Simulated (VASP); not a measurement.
## Os: single point with PBEsol

Os:

```
Os
1.0
     2.44398    0.00000    0.00000
     0.00000    2.44398    0.00000
     0.00000    0.00000    2.44398
Os
1
Direct
  0.00000 0.00000 0.00000
```

This cell differs from its parent crystal: volume scaled by 0.9.

| Property | Result |
| --- | --- |
| Program | VASP 6.6.1 |
| Task | single point |
| Functional | PBEsol |
| Potentials or basis | VASP PAW PBE potentials, release 64 (Os) |
| Cutoff | 520 eV |
| k mesh | 15 × 15 × 15 |
| Occupations | fermi-dirac, width 0.1 eV |
| Spin | no spin polarisation |
| Dipole correction | no |
| Further INCAR settings | ALGO = Normal; EDIFF = 1e-06; NBANDS = 10 |

```json
{
  "Pressure": "40.9 GPa",
  "Band gap on the k mesh": "zero (band 4 reaches 14.60 eV, above the bottom of band 5 at 7.61 eV)"
}
```

Levels at points of the mesh, in eV from the Fermi level:
| k point | band 2 | band 3 | band 4 | band 5 | band 6 | band 7 |
| --- | --- | --- | --- | --- | --- | --- |
| (0.00, 0.00, 0.00) | -7.13 | -7.13 | 2.84 | 2.84 | 2.84 | 16.48 |

Run time: 6.5 s on 1 thread of Intel(R) Xeon(R) 6975P-C (Granite Rapids), on a shared host, peak memory 0.13 GiB.

Caveat: the PAW data sets were made with another functional, which shifts forces and pressure a little; spin-orbit coupling is left out, which moves the levels of the heavy elements.
